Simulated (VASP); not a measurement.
Here is a VASP 6.6.1 calculation.

File INCAR:

```
PREC = Accurate
ENCUT = 520
EDIFF = 1E-7
ISMEAR = 0
SIGMA = 0.15
LREAL = False
LASPH = True
NELM = 60
ALGO = Fast
ISIF = 2
LWAVE = False
LCHARG = True
GGA = PS
LELF = True
LVHAR = True
NBANDS = 12
```

File KPOINTS:

```
regular mesh
0
Gamma
  24 24 24
```

File POSCAR:

```
Cu
1.0
    0.0000000000      1.6561405412      2.1529827035
    1.6561405412      0.0000000000      2.1529827035
    1.6561405412      1.6561405412      0.0000000000
Cu
1
Direct
    0.0000000000      0.0000000000      0.0000000000
```

Potentials or basis: VASP PAW PBE potentials, release 64 (Cu).

The run is started by

```sh
$ cat potpaw_PBE.64/Cu/POTCAR > POTCAR
$ mpirun -np 1 vasp_std > vasp.out
```

Q: What does it give for the pressure?

A: -0.5 GPa.

Stress tensor (GPa, compression positive):
```
  9.42   0.00   0.00
  0.00   9.42   0.00
  0.00   0.00 -20.29
```

Caveat: the PAW data sets were made with another functional, which shifts forces and pressure a little.
